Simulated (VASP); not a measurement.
# BaO (Fm-3m) in VASP: a series of runs

BaO is run at these levels: PBE; tasks: single point, relaxation of cell and atoms.

All numbers are computed with VASP 6.6.1; they aren't measurements. Logs are shortened: lines on timing, memory, paths and dates and some standing lists are left out, and cuts for length are marked.

### Step 1. The cell of the first run

It takes space group Fm-3m (No. 225, cubic). The conventional cell has a = 5.574 Å, b = 5.574 Å, c = 5.574 Å, α = 90.00°, β = 90.00°, γ = 90.00°. Ba (site symmetry m-3m) has 6 O at 2.79 Å within 3.7 Å. O (site symmetry m-3m) has 6 Ba at 2.79 Å within 3.7 Å.

### Step 2. Single point, PBE

INCAR

```
  PREC = Accurate
  ENCUT = 600
  EDIFF = 1E-6
  ISMEAR = 0
  SIGMA = 0.01
  LREAL = F
  LASPH = T
  NELM = 120
  ALGO = Normal
  ISIF = 2
  LWAVE = F
  LCHARG = F
  GGA = PE
  NBANDS = 15
  GGA_COMPAT = F
```

KPOINTS

```
regular mesh
0
Gamma
  8 8 8
```

POSCAR

```
BaO
1.0
    0.0000000000      2.7870313504      2.7870313504
    2.7870313504      0.0000000000      2.7870313504
    2.7870313504      2.7870313504      0.0000000000
Ba O
1 1
Direct
    0.0000000000      0.0000000000      0.0000000000
    0.5000000000      0.5000000000      0.5000000000
```

Potentials or basis: VASP PAW PBE potentials, release 64 (Ba_sv, O).

Started as:

```sh
$ cat potpaw_PBE.64/Ba_sv/POTCAR potpaw_PBE.64/O/POTCAR > POTCAR
$ mpirun -np 1 vasp_std > vasp.out
```

OUTCAR:

```text
PREC = Accurate
   ENCUT = 600
   EDIFF = 1E-6
   ISMEAR = 0
   LREAL = F
   LASPH = T
   NELM = 120
   ISIF = 2
   GGA = PE

 ion  position               nearest neighbor table
   1  0.000  0.000  0.000-   2 2.79   2 2.79   2 2.79   2 2.79   2 2.79   2 2.79
   2  0.500  0.500  0.500-   1 2.79   1 2.79   1 2.79   1 2.79   1 2.79   1 2.79

  LATTYP: Found a face centered cubic cell.
 ALAT       =     5.5740627008

  Lattice vectors:

 A1 = (   0.0000000000,   2.7870313504,   2.7870313504)
 A2 = (   2.7870313504,   0.0000000000,   2.7870313504)
 A3 = (   2.7870313504,   2.7870313504,   0.0000000000)

Analysis of symmetry for initial positions (statically):
=====================================================================
 Subroutine PRICEL returns:
 Original cell was already a primitive cell.

 Routine SETGRP: Setting up the symmetry group for a
 face centered cubic supercell.

 Subroutine GETGRP returns: Found 48 space group operations
 (whereof 48 operations were pure point group operations)
 out of a pool of 48 trial point group operations.

The static configuration has the point symmetry O_h .

Analysis of symmetry for dynamics (positions and initial velocities):
=====================================================================
 Subroutine PRICEL returns:
 Original cell was already a primitive cell.

 Routine SETGRP: Setting up the symmetry group for a
 face centered cubic supercell.

 Subroutine GETGRP returns: Found 48 space group operations
 (whereof 48 operations were pure point group operations)
 out of a pool of 48 trial point group operations.

The dynamic configuration has the point symmetry O_h .

 Subroutine INISYM returns: Found 48 space group operations
 (whereof 48 operations are pure point group operations),
 and found     1 'primitive' translations

----------------------------------------------------------------------------------------

                                     Primitive cell

  volume of cell :      43.2968

  direct lattice vectors                    reciprocal lattice vectors
     0.000000000  2.787031350  2.787031350    -0.179402359  0.179402359  0.179402359
     2.787031350  0.000000000  2.787031350     0.179402359 -0.179402359  0.179402359
     2.787031350  2.787031350  0.000000000     0.179402359  0.179402359 -0.179402359

  length of vectors
     3.941457534  3.941457534  3.941457534     0.310734001  0.310734001  0.310734001

  position of ions in fractional coordinates (direct lattice)
     0.000000000  0.000000000  0.000000000
     0.500000000  0.500000000  0.500000000

  ion indices of the primitive-cell ions
   primitive index   ion index
                 1           1
                 2           2

----------------------------------------------------------------------------------------

 KPOINTS: regular mesh

Automatic generation of k-mesh.
 Grid dimensions read from file:
 generate k-points for:    8    8    8

 Generating k-lattice:

  Cartesian coordinates                     Fractional coordinates (reciprocal lattice)
    -0.022425295  0.022425295  0.022425295     0.125000000  0.000000000  0.000000000
     0.022425295 -0.022425295  0.022425295     0.000000000  0.125000000  0.000000000
     0.022425295  0.022425295 -0.022425295     0.000000000  0.000000000  0.125000000

  Length of vectors
     0.038841750  0.038841750  0.038841750

  Shift w.r.t. Gamma in fractional coordinates (k-lattice)
     0.000000000  0.000000000  0.000000000

 Subroutine IBZKPT returns following result:
 ===========================================

 Found     29 irreducible k-points:

 Following reciprocal coordinates:
            Coordinates               Weight
  0.000000  0.000000  0.000000      1.000000
  0.125000  0.000000  0.000000      8.000000
  0.250000  0.000000  0.000000      8.000000
  0.375000  0.000000  0.000000      8.000000
  0.500000  0.000000  0.000000      4.000000
  0.125000  0.125000  0.000000      6.000000
[... 16 lines left out ...]
  0.500000  0.250000  0.125000     48.000000
 -0.375000  0.250000  0.125000     24.000000
 [... further k-points ...]
   k-points           NKPTS =     29   k-points in BZ     NKDIM =     29   number of bands    NBANDS=     15
   number of dos      NEDOS =    301   number of ions     NIONS =      2
   total plane-waves  NPLWV =  32768
   dimension x,y,z NGX =    32 NGY =   32 NGZ =   32
   dimension x,y,z NGXF=    64 NGYF=   64 NGZF=   64
   ions per type =               1   1
   NGX,Y,Z   is equivalent  to a cutoff of  13.50, 13.50, 13.50 a.u.
   NGXF,Y,Z  is equivalent  to a cutoff of  26.99, 26.99, 26.99 a.u.
 SYSTEM =  unknown system
   PREC   = accura    normal or accurate (medium, high low for compatibility)
   ISTART =      0    job   : 0-new  1-cont  2-samecut
   ICHARG =      2    charge: 1-file 2-atom 10-const
   ISPIN  =      1    spin polarized calculation?
   LNONCOLLINEAR =      F non collinear calculations
   LSORBIT =      F    spin-orbit coupling
   LASPH  =      T    aspherical Exc in radial PAW
   ENCUT  =  600.0 eV  44.10 Ry    6.64 a.u.   7.87  7.87  7.87*2*pi/ulx,y,z
   NELM   =    120;   NELMIN=  2; NELMDL= -5     # of ELM steps
   EDIFF  = 0.1E-05   stopping-criterion for ELM
   LREAL  =      F    real-space projection
   EDIFFG = 0.1E-04   stopping-criterion for IOM
   NSW    =      0    number of steps for IOM
   IBRION =     -1    ionic relax: 0-MD 1-quasi-New 2-CG
   NFREE  =      0    steps in history (QN), initial steepest desc. (CG)
   ISIF   =      2    stress and relaxation
   ISYM   =      2    0-nonsym 1-usesym 2-fastsym
   POTIM  = 0.5000    time-step for ionic-motion
   TEBEG  =    0.0;   TEEND  =   0.0 temperature during run
   PSTRESS=    0.0 pullay stress
   NELECT =      16.0000    total number of electrons
   NUPDOWN=      -1.0000    fix difference up-down
   EMIN   =  10.00;   EMAX   =-10.00  energy-range for DOS
   EFERMI =   0.00;   METHOD = LEGACY
   ISMEAR =     0;   SIGMA  =   0.01  broadening in eV -4-tet -1-fermi 0-gaus
   EFERMI_NEDOS =   21; number of points for ismear=-14 and -15
   IALGO  =     38    algorithm
   IMIX   =      4    mixing-type and parameters
     AMIX     =   0.40;   BMIX     =  1.00
     AMIX_MAG =   1.60;   BMIX_MAG =  1.00
  volume/ion in A,a.u.               =      21.65       146.09
  Fermi-wavevector in a.u.,A,eV,Ry     =   1.174797  2.220045 18.778066  1.380149
  Thomas-Fermi vector in A             =   2.311189
   LORBIT       =      0    0 simple, 1 ext, 2 COOP (PROOUT), +10 PAW based schemes
   GGA     = PE    functional components
   LHFCALC =     F    Hartree Fock is set to
   AEXX    =    0.0000 exact exchange contribution
   IVDW    =     0    specifies the selected vdW correction
   LEPSILON=     F    determine dielectric tensor
   LRPA    =     F    only Hartree local field effects (RPA)
 non-spin polarized calculation
 Gauss-broadening in eV      SIGMA  =   0.01
  energy-cutoff  :      600.00
  volume of cell :       43.30
 maximum number of plane-waves:      1459
   NGX = 15   NGY = 15   NGZ = 15

 number of electron      16.0000002 magnetization

 Free energy of the ion-electron system (eV)
  ---------------------------------------------------
  ext. energy  EPLUGINS =         0.00000000
  ---------------------------------------------------
  free energy    TOTEN  =       -11.80659413 eV

  energy without entropy =      -11.80659413  energy(sigma->0) =      -11.80659413

 E-fermi :   1.7893     XC(G=0):  -9.5326

 val. band max:        1.7447090815   @ k =   0.5000   0.5000   0.0000
 cond. band min:       3.7828465524   @ k =   0.5000   0.5000   0.0000
 fundamental gap:      2.0381374709
 Fermi energy:         1.7892927203

 k-point     1 :       0.0000    0.0000    0.0000
  band No.  band energies     occupation
      1     -24.1670      2.00000
      2     -13.2160      2.00000
      3      -8.7154      2.00000
      4      -8.7154      2.00000
      5      -8.7154      2.00000
      6       1.4512      2.00000
      7       1.4512      2.00000
      8       1.4512      2.00000
      9       5.2112      0.00000
     10       6.4385      0.00000
     11       6.4385      0.00000
     12       6.4385      0.00000
     13       8.6570      0.00000
     14       8.6570      0.00000
     15      11.7051      0.00000

 k-point     2 :       0.1250    0.0000    0.0000
  band No.  band energies     occupation
      1     -24.1337      2.00000
      2     -13.3152      2.00000
      3      -8.7505      2.00000
      4      -8.7330      2.00000
      5      -8.7330      2.00000
      6       1.1195      2.00000
      7       1.2584      2.00000
      8       1.2584      2.00000
      9       5.8407      0.00000
     10       6.3224      0.00000
     11       6.7216      0.00000
     12       6.7216      0.00000
     13       9.0425      0.00000
     14       9.0425      0.00000
     15      12.6395      0.00000

 k-point     3 :       0.2500    0.0000    0.0000
  band No.  band energies     occupation
      1     -24.0514      2.00000
      2     -13.5553      2.00000
      3      -8.8291      2.00000
      4      -8.7746      2.00000
      5      -8.7746      2.00000
      6       0.5017      2.00000
      7       0.8462      2.00000
      8       0.8462      2.00000
      9       6.2104      0.00000
     10       7.4220      0.00000
     11       7.4861      0.00000
     12       7.4861      0.00000
     13      10.0012      0.00000
     14      10.0012      0.00000
     15      14.6506      0.00000
[... 343 lines left out ...]
 k-point    23 :       0.5000    0.2500    0.1250
  band No.  band energies     occupation
      1     -23.9250      2.00000
      2     -13.6933      2.00000
      3      -9.2848      2.00000
      4      -9.1647      2.00000
      5      -8.8314      2.00000
      6       0.3754      2.00000
      7       0.6335      2.00000
      8       1.2277      2.00000
      9       5.8917      0.00000
     10       7.6827      0.00000
     11       9.0253      0.00000
     12       9.1823      0.00000
     13      11.1399      0.00000
     14      12.5661      0.00000
     15      14.3992      0.00000

 k-point    24 :      -0.3750    0.2500    0.1250
  band No.  band energies     occupation
      1     -23.8967      2.00000
      2     -13.7375      2.00000
      3      -9.3049      2.00000
      4      -9.3020      2.00000
      5      -8.8240      2.00000
      6       0.2821      2.00000
      7       0.8635      2.00000
      8       0.9324      2.00000
      9       6.5842      0.00000
     10       7.1838      0.00000
     11       9.4850      0.00000
     12       9.5360      0.00000
     13      11.6844      0.00000
     14      13.3699      0.00000
     15      13.7187      0.00000

 [... further k-points ...]

------------------------ aborting loop because EDIFF is reached ----------------------------------------

  FORCE on cell =-STRESS in cart. coord.  units (eV):
  Direction    XX          YY          ZZ          XY          YZ          ZX
  --------------------------------------------------------------------------------------
  -------------------------------------------------------------------------------------
  Total        0.4050023      0.4050023      0.4050023      0.0000000      0.0000000     -0.0000000
  in kB       14.9869252     14.9869252     14.9869252      0.0000000      0.0000000     -0.0000000
  external PRESSURE =      14.9869252 kB  Pullay stress =       0.0000000 kB

 VOLUME and BASIS-vectors are now :
 -----------------------------------------------------------------------------
  energy-cutoff  :      600.00
  volume of cell :       43.30
      direct lattice vectors                 reciprocal lattice vectors
     0.000000000  2.787031350  2.787031350    -0.179402359  0.179402359  0.179402359
     2.787031350  0.000000000  2.787031350     0.179402359 -0.179402359  0.179402359
     2.787031350  2.787031350  0.000000000     0.179402359  0.179402359 -0.179402359

 POSITION                                       TOTAL-FORCE (eV/Angst)
 -----------------------------------------------------------------------------------
      0.00000      0.00000      0.00000         0.000000      0.000000      0.000000
      2.78703      2.78703      2.78703        -0.000000     -0.000000     -0.000000
 -----------------------------------------------------------------------------------
    total drift:                                0.000000     -0.000000      0.000000

  FREE ENERGIE OF THE ION-ELECTRON SYSTEM (eV)
  ---------------------------------------------------
  free  energy   TOTEN  =       -11.8065941326 eV

  energy  without entropy=      -11.8065941326  energy(sigma->0) =      -11.80659413
```

It took 23 s on 1 thread of Intel Xeon 8259CL, shared host; peak memory 0.19 GiB.

Results:

```yaml
Free_energy: -11.8066 eV
Pressure: 1.5 GPa
Band_gap_on_the_k_mesh: 2.04 eV
```

Caveat: spin-orbit coupling is left out, which moves the levels of the heavy elements. A k mesh can miss the band edges.

### Step 3. Single point, PBE

INCAR

```
SYSTEM = BaO
PREC = Accurate
ENCUT = 600
EDIFF = 1E-6
ISMEAR = 0
SIGMA = 0.01
LREAL = .FALSE.
LASPH = .TRUE.
NELM = 120
ALGO = Normal
ISIF = 2
LWAVE = .FALSE.
LCHARG = .FALSE.
GGA = PE
NBANDS = 15
GGA_COMPAT = .FALSE.
```

KPOINTS

```
Automatic mesh
0
G
  8 8 8
  0 0 0
```

POSCAR is that of step 2.

Potentials or basis: VASP PAW PBE potentials, release 64 (Ba_sv, O).

Started as:

```sh
$ cat potpaw_PBE.64/Ba_sv/POTCAR potpaw_PBE.64/O/POTCAR > POTCAR
$ mpirun -np 1 vasp_std > vasp.out
```

It took 26 s on 1 thread of Intel Xeon 8259CL, shared host; peak memory 0.19 GiB.

The run converged. Its results:

```
Free energy            : -11.8066 eV
Pressure               : 1.5 GPa
Band gap on the k mesh : 2.04 eV
```

Levels at points of the mesh, in eV from the valence-band top:
```tsv
k point	band 6	band 7	band 8	band 9	band 10	band 11
(0.00, 0.00, 0.00)	-0.29	-0.29	-0.29	3.47	4.69	4.69
(0.50, 0.00, 0.00)	-1.92	-1.39	-1.39	4.91	7.10	7.10
(0.50, 0.50, 0.00)	-0.13	-0.13	0.00	2.04	5.90	8.80
```

Caveat: spin-orbit coupling is left out, which moves the levels of the heavy elements. A k mesh can miss the band edges.

### Step 4. Relaxation of cell and atoms, PBE

This run uses another cell than the first one, of 21.24 Å³/atom.

INCAR

```
SYSTEM = BaO
PREC = Accurate
ENCUT = 600
EDIFF = 1E-7
ISMEAR = 0
SIGMA = 0.02
LREAL = .FALSE.
LASPH = .TRUE.
NELM = 120
ALGO = Normal
ISIF = 3
LWAVE = .FALSE.
LCHARG = .FALSE.
GGA = PE
IBRION = 2
NSW = 100
EDIFFG = -0.002
GGA_COMPAT = .FALSE.
NELMIN = 4
```

KPOINTS

```
regular mesh
0
G
  8 8 8
  0 0 0
```

POSCAR

```
BaO
1.0
    0.0000000000      2.7695000000      2.7695000000
    2.7695000000      0.0000000000      2.7695000000
    2.7695000000      2.7695000000      0.0000000000
Ba O
1 1
Direct
    0.0000000000      0.0000000000      0.0000000000
    0.5000000000      0.5000000000      0.5000000000
```

Started as:

```sh
$ cat potpaw_PBE.64/Ba_sv/POTCAR potpaw_PBE.64/O/POTCAR > POTCAR
$ mpirun -np 1 vasp_std > vasp.out
```

Wall time 53 s (1 thread of Intel Xeon 8259CL, shared host); peak memory 0.19 GiB.

Results (log left out):

- Free energy: -11.8101 eV
- Relaxed volume: 22.11 Å³/atom
- Relaxed cell: a = 3.969 Å, b = 3.969 Å, c = 3.969 Å, α = 60.00°, β = 60.00°, γ = 60.00°
- Space group after relaxing (to 0.1 Å): Fm-3m (No. 225)
- Energy gained by relaxing: 7.7 meV/atom
- Ionic steps: 3
- Pressure after relaxing: 0.0 GPa
- Band gap on the k mesh: 2.10 eV

The path:
```csv
step,energy change (eV),largest force (eV/Å),pressure (GPa),volume (Å³)
1,0.0000,0.0000,2.98,42.48
2,-0.0129,0.0000,-1.08,44.96
3,-0.0155,0.0000,0.00,44.21
```

Final structure:
```yaml
crystal:
  lattice:
    - [0.00000, 2.80654, 2.80654]
    - [2.80654, 0.00000, 2.80654]
    - [2.80654, 2.80654, 0.00000]
  atoms:
    - { symbol: Ba, position: [0.00000, 0.00000, 0.00000] }
    - { symbol: O, position: [0.50000, 0.50000, 0.50000] }
```

Levels at points of the mesh, in eV from the valence-band top:
| k point | band 6 | band 7 | band 8 | band 9 | band 10 | band 11 |
| --- | --- | --- | --- | --- | --- | --- |
| (0.00, 0.00, 0.00) | -0.24 | -0.24 | -0.24 | 3.38 | 4.70 | 4.70 |
| (0.50, 0.00, 0.00) | -1.84 | -1.30 | -1.30 | 4.88 | 7.04 | 7.04 |
| (0.50, 0.50, 0.00) | -0.10 | -0.10 | 0.00 | 2.10 | 5.82 | 8.71 |

Caveat: spin-orbit coupling is left out, which moves the levels of the heavy elements. A k mesh can miss the band edges.
